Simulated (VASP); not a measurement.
# Zn15Se16 (a cell with a defect) in VASP: single point with PBE

Aim: the single point of Zn15Se16 (a cell with a defect) with PBE.

Everything below comes from runs of VASP 6.6.1. Logs are shortened: lines on timing, memory, paths and dates and some standing lists are left out, and cuts for length are marked.

### 1 The cell of the first run

The cell holds a defect, 31 atoms: a = 9.928 Å, b = 9.928 Å, c = 9.928 Å, α = 109.47°, β = 109.47°, γ = 109.47°.

### 2 Single point, PBE

INCAR reads:

```
SYSTEM = Zn15Se16
ALGO = Normal
EDIFF = 1E-7
ENCUT = 520
GGA = PE
ISIF = 2
ISMEAR = 0
LASPH = .True.
LCHARG = .True.
LELF = .True.
LREAL = Auto
LVHAR = .True.
LWAVE = .False.
NBANDS = 159
NELECT = 278.0
NELM = 100
PREC = Accurate
SIGMA = 0.02
```

KPOINTS reads:

```
Automatic mesh
0
Gamma
  2 2 2
  0.5 0.5 0.5
```

POSCAR reads:

```
Zn15Se16
1.0
   -5.7317611782     -5.7317611782      5.7317611782
    5.7317611782     -5.7317611782     -5.7317611782
    5.7317611782      5.7317611782      5.7317611782
Zn Se
15 16
Direct
    0.0692302920      0.4999998972      0.3192304151
    0.5136546881      0.2649629761      0.2509367462
    0.2571818598      0.2460809088      0.5071818085
    0.0009367103      0.2649628889      0.7636546367
    0.7627276092      0.4999999845      0.7527824112
    0.5027824626      0.5000000717      0.0127276761
    0.9996450169      0.7633807243      0.2496449966
    0.7515535568      0.0119070732      0.2562671323
    0.4943600077     -0.0119070732      0.4896463605
    0.2396464991     -0.0119069860      0.7443601307
    0.0062670964      0.0119070732      0.0015534492
    0.7362642770      0.2366192446     -0.0137357433
    0.7486917837      0.7350371673      0.4859738418
    0.5111010227      0.7539192345      0.7611009713
    0.2359738059      0.7350370801     -0.0013082366
    0.2384787952      0.7355228819      0.2522535317
    0.0022535831      0.7355229691      0.4884788310
    0.4877704972      0.4999999845      0.2520404209
    0.2752033713      0.4999999845      0.5252035817
    0.0020404723      0.5000000717      0.7377705331
    0.7605079599      0.7540638672      0.7526904674
    0.5026905187      0.7540638672      0.0105079396
    0.0006662001      0.0091019145      0.2506661487
    0.7667305673      0.2644769998      0.2529558464
    0.5064440771      0.2459361017      0.4986265846
    0.2486266360      0.2459361017      0.7564440257
    0.0029558978      0.2644770870      0.0167306343
    0.7482136584      0.4999999845     -0.0017862747
    0.7554185119      0.0000000000      0.5054185633
    0.4915641829     -0.0091019145      0.7415641315
    0.2554184402      0.0000000000      0.0054184916
```

Potentials or basis: VASP PAW PBE potentials, release 64 (Zn, Se).

Launch:

```sh
cat potpaw_PBE.64/Zn/POTCAR potpaw_PBE.64/Se/POTCAR > POTCAR
mpirun -np 1 vasp_std > vasp.out
```

OUTCAR:

```text
SYSTEM = Zn15Se16
   EDIFF = 1E-7
   ENCUT = 520
   GGA = PE
   ISIF = 2
   ISMEAR = 0
   LASPH = .True.
   LREAL = Auto
   NELECT = 278.0
   NELM = 100
   PREC = Accurate

 ion  position               nearest neighbor table
   1  0.069  0.500  0.319-  19 2.36  24 2.81  17 2.81  27 2.81  16 2.81
   2  0.514  0.265  0.251-  18 2.43  24 2.51  31 2.55  25 2.55
   3  0.257  0.246  0.507-  19 2.41  23 2.49  26 2.50  25 2.50
   4  0.001  0.265  0.764-  20 2.43  27 2.51  29 2.55  26 2.55
   5  0.763  0.500  0.753-  20 2.43  28 2.49  21 2.53  25 2.53
   6  0.503  0.500  0.013-  18 2.43  28 2.49  22 2.53  26 2.53
   7  1.000  0.763  0.250-  23 2.43  16 2.47  17 2.47  28 2.54
[... 8 lines left out ...]
  16  0.238  0.736  0.252-   7 2.47   9 2.47  15 2.51   1 2.81
  17  0.002  0.736  0.488-   7 2.47  10 2.47  13 2.51   1 2.81
  18  0.488  0.500  0.252-   2 2.43  13 2.43   6 2.43
  19  0.275  0.500  0.525-   1 2.36   3 2.41  14 2.41
  20  0.002  0.500  0.738-  15 2.43   4 2.43   5 2.43
  21  0.761  0.754  0.753-  11 2.49  14 2.50   5 2.53  13 2.55
  22  0.503  0.754  0.011-   8 2.49  14 2.50   6 2.53  15 2.55
  23  0.001  0.009  0.251-   7 2.43   3 2.49   8 2.50  11 2.50
  24  0.767  0.264  0.253-  12 2.47   8 2.47   2 2.51   1 2.81
  25  0.506  0.246  0.499-   9 2.49   3 2.50   5 2.53   2 2.55
  26  0.249  0.246  0.756-  10 2.49   3 2.50   6 2.53   4 2.55
  27  0.003  0.264  0.017-  12 2.47  11 2.47   4 2.51   1 2.81
  28  0.748  0.500  0.998-   6 2.49   5 2.49   7 2.54  12 2.54
  29  0.755  0.000  0.505-   9 2.50   8 2.50  13 2.55   4 2.55
  30  0.492  0.991  0.742-  12 2.43  14 2.49   9 2.50  10 2.50
  31  0.255  0.000  0.005-  11 2.50  10 2.50  15 2.55   2 2.55

  LATTYP: Found a body centered cubic cell.
 ALAT       =    11.4635223564

  Lattice vectors:

 A1 = (  -5.7317611782,  -5.7317611782,   5.7317611782)
 A2 = (   5.7317611782,  -5.7317611782,  -5.7317611782)
 A3 = (   5.7317611782,   5.7317611782,   5.7317611782)

Analysis of symmetry for initial positions (statically):
=====================================================================
 Subroutine PRICEL returns:
 Original cell was already a primitive cell.

 Routine SETGRP: Setting up the symmetry group for a
 body centered cubic supercell.

 Subroutine GETGRP returns: Found  4 space group operations
 (whereof  1 operations were pure point group operations)
 out of a pool of 48 trial point group operations.

The static configuration has the point symmetry C_1 .
 The point group associated with its full space group is C_2v.

[... 154 lines left out ...]
   NFREE  =      0    steps in history (QN), initial steepest desc. (CG)
   ISIF   =      2    stress and relaxation
   ISYM   =      2    0-nonsym 1-usesym 2-fastsym
   POTIM  = 0.5000    time-step for ionic-motion
   TEBEG  =    0.0;   TEEND  =   0.0 temperature during run
   PSTRESS=    0.0 pullay stress
   NELECT =     278.0000    total number of electrons
   NUPDOWN=      -1.0000    fix difference up-down
   EMIN   =  10.00;   EMAX   =-10.00  energy-range for DOS
   EFERMI =   0.00;   METHOD = LEGACY
   ISMEAR =     0;   SIGMA  =   0.02  broadening in eV -4-tet -1-fermi 0-gaus
   EFERMI_NEDOS =   21; number of points for ismear=-14 and -15
   IALGO  =     38    algorithm
   IMIX   =      4    mixing-type and parameters
     AMIX     =   0.40;   BMIX     =  1.00
     AMIX_MAG =   1.60;   BMIX_MAG =  1.00
  volume/ion in A,a.u.               =      24.30       163.97
  Fermi-wavevector in a.u.,A,eV,Ry     =   1.174307  2.219119 18.762395  1.378997
  Thomas-Fermi vector in A             =   2.310706
   LORBIT       =      0    0 simple, 1 ext, 2 COOP (PROOUT), +10 PAW based schemes
   GGA     = PE    functional components
   LHFCALC =     F    Hartree Fock is set to
   AEXX    =    0.0000 exact exchange contribution
   IVDW    =     0    specifies the selected vdW correction
   LEPSILON=     F    determine dielectric tensor
   LRPA    =     F    only Hartree local field effects (RPA)
 non-spin polarized calculation
 Gauss-broadening in eV      SIGMA  =   0.02
  energy-cutoff  :      520.00
  volume of cell :      753.22
 maximum number of plane-waves:     20329
 NGX is ok and might be reduce to    80
   NGX = 37   NGY = 37   NGZ = 37

 number of electron     277.9999919 magnetization

 Free energy of the ion-electron system (eV)
  ---------------------------------------------------
  ext. energy  EPLUGINS =         0.00000000
  ---------------------------------------------------
  free energy    TOTEN  =       -88.68699135 eV

  energy without entropy =      -88.68699135  energy(sigma->0) =      -88.68699135

 E-fermi :   1.5016     XC(G=0):  -9.1119

 val. band max:        1.3628162606   @ k =   0.2500   0.2500   0.2500
 cond. band min:       3.0555333460   @ k =   0.2500   0.2500   0.2500
 fundamental gap:      1.6927170854
 Fermi energy:         1.5015600002

 k-point     1 :       0.2500    0.2500    0.2500
  band No.  band energies     occupation
      1     -11.5667      2.00000
      2     -11.5624      2.00000
      3     -11.4022      2.00000
      4     -11.3792      2.00000
      5     -11.1266      2.00000
      6     -11.1171      2.00000
[... 451 lines left out ...]
    150       5.2052      0.00000
    151       5.2273      0.00000
 [bands above 151 left out]

------------------------ aborting loop because EDIFF is reached ----------------------------------------

  FORCE on cell =-STRESS in cart. coord.  units (eV):
  Direction    XX          YY          ZZ          XY          YZ          ZX
  --------------------------------------------------------------------------------------
  -------------------------------------------------------------------------------------
  Total        9.5789704      9.5789704     14.3983043     -1.0153282      0.0000000      0.0000000
  in kB       20.3753540     20.3753540     30.6265220     -2.1596968      0.0000000      0.0000000
  external PRESSURE =      23.7924100 kB  Pullay stress =       0.0000000 kB

 VOLUME and BASIS-vectors are now :
 -----------------------------------------------------------------------------
  energy-cutoff  :      520.00
  volume of cell :      753.22
      direct lattice vectors                 reciprocal lattice vectors
    -5.731761178 -5.731761178  5.731761178     0.000000000 -0.087233223  0.087233223
     5.731761178 -5.731761178 -5.731761178     0.087233223 -0.087233223  0.000000000
     5.731761178  5.731761178  5.731761178     0.087233223  0.000000000  0.087233223

 POSITION                                       TOTAL-FORCE (eV/Angst)
 -----------------------------------------------------------------------------------
      4.29882     -1.43294     -0.63932        -0.000000     -0.000000     -0.004361
      0.01287     -3.02454      2.86375        -0.002257      0.003605     -0.000696
      2.84342      0.02246      2.97067         0.000538     -0.000538      0.004536
      5.89042      2.85301      2.86375        -0.003605      0.002257     -0.000696
      2.80888     -2.92288      5.82066        -0.001560     -0.001560     -0.001134
      0.05700     -5.67476      0.08890         0.001560      0.001560     -0.001134
[... 23 lines left out ...]
      7.11253     -4.24665      1.38841         0.001728     -0.001728     -0.003668
     -1.43294     -1.43294      1.49505        -0.000000     -0.000000      0.012065
 -----------------------------------------------------------------------------------
    total drift:                               -0.001806     -0.002917      0.024680

  FREE ENERGIE OF THE ION-ELECTRON SYSTEM (eV)
  ---------------------------------------------------
  free  energy   TOTEN  =       -88.6869913546 eV

  energy  without entropy=      -88.6869913546  energy(sigma->0) =      -88.68699135
```

OSZICAR:

```text
N       E                     dE             d eps       ncg     rms          rms(c)
DAV:   1     0.256479067415E+04    0.25648E+04   -0.12073E+05   954   0.197E+03
DAV:   2     0.380892849978E+03   -0.21839E+04   -0.21297E+04   954   0.486E+02
DAV:   3    -0.578894067719E+02   -0.43878E+03   -0.42517E+03  1040   0.186E+02
[... 10 lines left out ...]
DAV:  14    -0.886869733883E+02    0.15795E-06   -0.21610E-04  1196   0.915E-02    0.231E-02
DAV:  15    -0.886869878216E+02   -0.14433E-04   -0.79550E-05  1180   0.686E-02    0.149E-02
DAV:  16    -0.886869900923E+02   -0.22706E-05   -0.52747E-05  1036   0.577E-02    0.757E-03
DAV:  17    -0.886869906152E+02   -0.52294E-06   -0.28121E-06  1044   0.106E-02    0.520E-03
DAV:  18    -0.886869914387E+02   -0.82350E-06   -0.18763E-06  1100   0.788E-03    0.361E-03
DAV:  19    -0.886869913546E+02    0.84125E-07   -0.87520E-07  1044   0.749E-03
   1 F= -.88686991E+02 E0= -.88686991E+02  d E =-.354946E-23
```

stdout:

```text
POSCAR found type information on POSCAR ZnSe
 POSCAR found :  2 types and      31 ions
 scaLAPACK will be used
 LDA part: xc-table for (Slater+PW92), standard interpolation
 POSCAR, INCAR and KPOINTS ok, starting setup
 FFT: planning ... GRIDC
 FFT: planning ... GRID_SOFT
 FFT: planning ... GRID
 WAVECAR not read
 entering main loop
 the old and the new charge density differ
 old charge density:   276.00000 new  277.99999
    0.178E+01
```

It took 26 min on 1 thread of Oxide Virtual Turin-like, shared host; peak memory 1 GiB.

What came out:

| Item | Value |
| --- | --- |
| Free energy | -88.6870 eV |
| Largest force | 0.033 eV/Å |

Forces on the atoms (eV/Å):
```
Zn   0.000  0.000 -0.004
Zn  -0.002  0.004 -0.001
Zn   0.001 -0.001  0.005
Zn  -0.004  0.002 -0.001
Zn  -0.002 -0.002 -0.001
Zn   0.002  0.002 -0.001
Zn  -0.004  0.004 -0.007
Zn  -0.004 -0.005  0.004
Zn   0.004  0.005  0.004
Zn  -0.005 -0.004  0.004
Zn   0.005  0.004  0.004
Zn   0.004 -0.004 -0.007
Zn   0.004 -0.002 -0.001
Zn  -0.001  0.001  0.005
Zn   0.002 -0.004 -0.001
Se  -0.013  0.015  0.013
Se  -0.015  0.013  0.013
Se   0.023  0.023 -0.006
Se   0.000  0.000 -0.015
Se  -0.023 -0.023 -0.006
Se   0.002  0.001 -0.007
Se  -0.001 -0.002 -0.007
Se  -0.002  0.002 -0.004
Se   0.013 -0.015  0.013
Se   0.001  0.002 -0.007
Se  -0.002 -0.001 -0.007
Se   0.015 -0.013  0.013
Se   0.000  0.000 -0.018
Se   0.000  0.000  0.012
Se   0.002 -0.002 -0.004
Se   0.000  0.000  0.012
```

Caveat: the cell carries a net charge on a neutralising background, which shifts energy and pressure; the cell is charged against a uniform background, so pressure and absolute levels hang on convention.
